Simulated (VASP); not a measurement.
Here is a VASP 6.6.1 calculation.

File INCAR:

```
SYSTEM = Ni
PREC = Accurate
ENCUT = 520
EDIFF = 1E-7
ISMEAR = 0
SIGMA = 0.15
LREAL = .FALSE.
LASPH = .TRUE.
NELM = 150
ALGO = Normal
ISIF = 2
LWAVE = .FALSE.
LCHARG = .FALSE.
ISPIN = 2
MAGMOM = 0.7
LORBIT = 11
LMAXMIX = 4
GGA = CA
NBANDS = 15
```

KPOINTS

```
Automatic mesh
0
G
  22 22 22
  0 0 0
```

POSCAR

```
Ni
1.0
    0.0000000000      1.7121260318      1.7121260318
    1.7121260318      0.0000000000      1.7121260318
    1.7121260318      1.7121260318      0.0000000000
Ni
1
Direct
    0.0000000000      0.0000000000      0.0000000000
```

Potentials or basis: VASP PAW LDA potentials, release 64 (Ni).

Launch:

```bash
$ cat potpaw_LDA.64/Ni/POTCAR > POTCAR
$ mpirun -np 1 vasp_std > vasp.out
```

(1) Predict the site moments.

(2) Predict the net moment.

Results:

(1) Ni +0.57 μB.

(2) 0.57 μB per cell.
